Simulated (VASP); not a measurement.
**P: single point with PBE-based screened hybrid with 15 % exact exchange**

The system is P.

```xyz
2
Lattice="2.4247 0.0000 0.0000 0.0000 2.4385 0.0000 -0.0203 0.0000 4.8524" Properties=species:S:1:pos:R:3 pbc="T T T"
P    -0.0152    0.0000    3.6365
P     2.4196    0.0000    1.2159
```

This isn't the form of P at room conditions, which is orthorhombic.

* Program: VASP 6.6.1
* Task: single point
* Functional: PBE-based screened hybrid with 15 % exact exchange
* Potentials or basis: VASP PAW PBE potentials, release 64 (P)
* Cutoff: 520 eV
* k mesh: 6 × 6 × 3
* Occupations: fermi-dirac, width 0.05 eV
* Spin: no spin polarisation

```
Pressure               : -0.8 GPa
Largest force          : 0.019 eV/Å
Band gap on the k mesh : zero (bands 5 and 6 overlap by 9.55 eV)
```

Forces in eV/Å, atoms in the order of the input:
```
P    0.000  0.000  0.019
P    0.000  0.000 -0.019
```

Stress tensor (GPa, compression positive):
```
-1.37  0.00  0.15
 0.00  0.15  0.00
 0.15  0.00 -1.29
```

Levels at points of the mesh, in eV from the Fermi level:
| k point | band 1 | band 2 | band 3 | band 4 | band 5 | band 6 | band 7 | band 8 | band 9 | band 10 |
| --- | --- | --- | --- | --- | --- | --- | --- | --- | --- | --- |
| (0.00, 0.00, 0.00) | -18.07 | -13.37 | -9.71 | 5.18 | 5.41 | 5.45 | 6.92 | 7.00 | 8.30 | 8.54 |
| (0.50, 0.00, 0.00) | -13.36 | -9.71 | -8.19 | -6.06 | -5.98 | 0.91 | 8.31 | 8.52 | 9.74 | 11.16 |
| (0.00, 0.50, 0.00) | -13.49 | -9.70 | -8.33 | -6.11 | -5.99 | 0.91 | 8.43 | 8.47 | 9.71 | 11.31 |
| (0.50, 0.50, 0.00) | -8.32 | -6.11 | -5.98 | -2.77 | -2.69 | -2.60 | -1.64 | 0.91 | 4.74 | 4.79 |

Run time: 8 min on 1 thread of Intel(R) Xeon(R) Platinum 8488C (Sapphire Rapids) (shared host), peak memory 0.23 GiB.

Caveat: the k points lie up to 0.43 Å⁻¹ apart, too coarse for converged energies and pressures of a metal; the PAW data sets were made with another functional, which shifts forces and pressure a little.
